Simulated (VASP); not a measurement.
The system is VO2.

```
V O
1.0
     4.55460    0.00000    0.00000
     0.00000    4.55460    0.00000
     0.00000    0.00000    2.85280
V O
2 4
Cartesian
  0.0000 0.0000 0.0000
  2.2773 2.2773 1.4264
  1.3668 1.3668 0.0000
  0.9105 3.6441 1.4264
  3.1878 3.1878 0.0000
  3.6441 0.9105 1.4264
```

Base run:

| Item | Value |
| --- | --- |
| Program | VASP 6.6.1 |
| Functional | PBEsol |
| Potentials or basis | VASP PAW PBE potentials, release 64 (V_sv, O) |
| Cutoff | 520 eV |
| k mesh | 10 × 10 × 16 |
| Occupations | fermi-dirac, width 0.05 eV |
| Spin | collinear spin, ferromagnetic start |
| Starting moments | [1.0, 1.0, 0.0, 0.0, 0.0, 0.0] μB |

Its results: band gap on the k mesh zero (filled and empty bands overlap); pressure -5.6 GPa; net moment 2.00 μB per cell; site moments V +1.04; O -0.05 μB; largest force 0.018 eV/Å.

**Question.** The run is repeated on the same cell with these changes: functional from PBEsol to PBE. What comes out?

**Answer.** Band gap on the k mesh zero (filled and empty bands overlap); pressure 2.6 GPa; net moment 2.00 μB per cell; site moments V +1.05; O -0.05 μB; largest force 0.048 eV/Å.

PBE binds less tightly than PBEsol, so the same cell stands under more pressure.

Caveats: semilocal functionals often make such compounds metallic where correlation or magnetic order opens a gap, which also shifts bond lengths; the PAW data sets were made with another functional, which shifts forces and pressure a little (some runs).
